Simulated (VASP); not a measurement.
Input of a VASP 6.6.1 run:

The input INCAR:

```
SYSTEM = Cs
PREC = Accurate ; ENCUT = 500
EDIFF = 1E-6 ; ISMEAR = 0
SIGMA = 0.1 ; LREAL = .FALSE.
LASPH = .TRUE. ; NELM = 120
ALGO = Normal ; ISIF = 2
LWAVE = .FALSE. ; LCHARG = .TRUE.
GGA = PE ; LELF = .TRUE.
LVHAR = .TRUE. ; NBANDS = 20
GGA_COMPAT = .FALSE.
```

Contents of KPOINTS:

```
regular mesh
0
G
  9 9 8
  0 0 0
```

Contents of POSCAR:

```
Cs
1.0
    8.7916386733      0.0000000000      0.0000000000
   -4.3958193366      7.6137824320      0.0000000000
    0.0000000000      0.0000000000      5.2597194269
Cs
3
Direct
    0.3333333333      0.6666666667      0.5000000000
    0.0000000000      0.0000000000      0.0000000000
    0.6666666667      0.3333333333      0.5000000000
```

Potentials or basis: VASP PAW PBE potentials, release 64 (Cs_sv).

Command:

```bash
$ cat potpaw_PBE.64/Cs_sv/POTCAR > POTCAR
$ mpirun -np 1 vasp_std > vasp.out
```

**Question.** Estimate the band gap on the k mesh.

**Answer.** Zero (an odd number of electrons rules out a gap without spin polarisation).

**Question.** What does it give for the pressure?

**Answer.** 0.0 GPa.

Caveat: spin-orbit coupling is left out, which moves the levels of the heavy elements.
